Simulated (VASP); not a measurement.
Set up this calculation in VASP 6.6.1, as the native input.

```yaml
Task: relaxation of cell and atoms
Functional: PBE
Potentials_or_basis: VASP PAW PBE potentials, release 64 (Sn_d, H)
Cutoff: 600 eV
k_mesh: 4 × 4 × 4
Occupations: gaussian, width 0.1 eV
Spin: no spin polarisation
Dipole_correction: no
Further_INCAR_settings: ALGO = Normal; EDIFF = 1e-06; IBRION = 2; EDIFFG = -0.04; NSW = 90; ISIF = 3
```

The structure of SnH5 lies in POSCAR:

```
SnH5
1.0
    0.0000000000      3.3456449000      3.3456449000
    3.3456449000      0.0000000000      3.3456449000
    3.3456449000      3.3456449000      0.0000000000
Sn H
1 5
Direct
    0.0000000000      0.0000000000      0.0000000000
    0.7500000000      0.7500000000      0.7500000000
    0.3750000000      0.3750000000      0.8750000000
    0.3750000000      0.8750000000      0.3750000000
    0.8750000000      0.3750000000      0.3750000000
    0.3750000000      0.3750000000      0.3750000000
```

The input as run:

INCAR

```
ALGO = Normal
EDIFF = 1E-6
EDIFFG = -0.04
ENCUT = 600
GGA = PE
IBRION = 2
ISIF = 3
ISMEAR = 0
LASPH = True
LCHARG = False
LREAL = False
LWAVE = False
NELM = 80
NSW = 90
PREC = Accurate
SIGMA = 0.1
```

KPOINTS

```
k-points
0
Gamma
  4 4 4
```

Potentials or basis: VASP PAW PBE potentials, release 64 (Sn_d, H).

Run with:

```console
$ cat potpaw_PBE.64/Sn_d/POTCAR potpaw_PBE.64/H/POTCAR > POTCAR
$ mpirun -np 1 vasp_std > vasp.out
```

It gave:

```json
{"Relaxed volume": "6.91 Å³/atom", "Relaxed cell": "a = 3.886 Å, b = 3.886 Å, c = 3.886 Å, α = 60.00°, β = 60.00°, γ = 60.00°", "Space group after relaxing (to 0.05 Å)": "F-43m (No. 216)", "Energy gained by relaxing": "440.8 meV/atom", "Ionic steps": "14", "Pressure after relaxing": "0.1 GPa"}
```

Caveat: the k points lie up to 0.50 Å⁻¹ apart in the final cell; the volume moved by over 15 % at a fixed basis, so the end points are rough.

Run time: 2.2 min on 1 thread of Intel(R) Xeon(R) Platinum 8259CL CPU @ 2.50GHz (Skylake/Cascade Lake), with other jobs on the host, peak memory 0.25 GiB.
